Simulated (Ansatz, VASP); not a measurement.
One calculation of TiCo, two programs

```xyz
2
Lattice="2.9861 0.0000 0.0000 0.0000 2.9861 0.0000 0.0000 0.0000 3.0757" Properties=species:S:1:pos:R:3 pbc="T T T"
Ti    0.0000    0.0000    0.0000
Co    1.4931    1.4931    1.5378
```

Change from the starting cell: strain +0.0300 x Voigt [0, 0, 1, 0, 0, 0], atoms carried along.

Alike in both runs: task single point; functional PBEsol; k mesh 16 × 16 × 16; occupations gaussian, width 0.15 eV; collinear spin.

|  | VASP | Ansatz |
| --- | --- | --- |
| version | VASP 6.6.1 | Ansatz 0.2.0 |
| potentials or method | VASP PAW PBE potentials, release 64 (Ti_sv, Co), cutoff 520 eV | scalar-relativistic, plane waves, PAW |
| valence electrons in the cell | 21 | 29 |

```tsv
	VASP	Ansatz	Ansatz less VASP
gap on the k mesh at the Fermi level (eV)	none	none	-
pressure (GPa)	-14.1	-11.9	+2.20
traceless stress, the component that is largest in VASP (GPa)	-0.89	-2.18	-1.283
net moment per atom (μB)	0.00	0.41	+0.406
size of the moment on the site where the two differ most (μB)	0.00	0.92	+0.921
```

The net moments are unlike, so the other rows may belong to different states. VASP's potentials were made for PBE, not for PBEsol. Site moments also hang on the region over which each program counts them. A gap of «none» marks a metal or a gap that the smearing closes. VASP's potentials hold 21 valence electrons a cell and Ansatz's 29, so a difference there can come from the potentials and not from the codes.
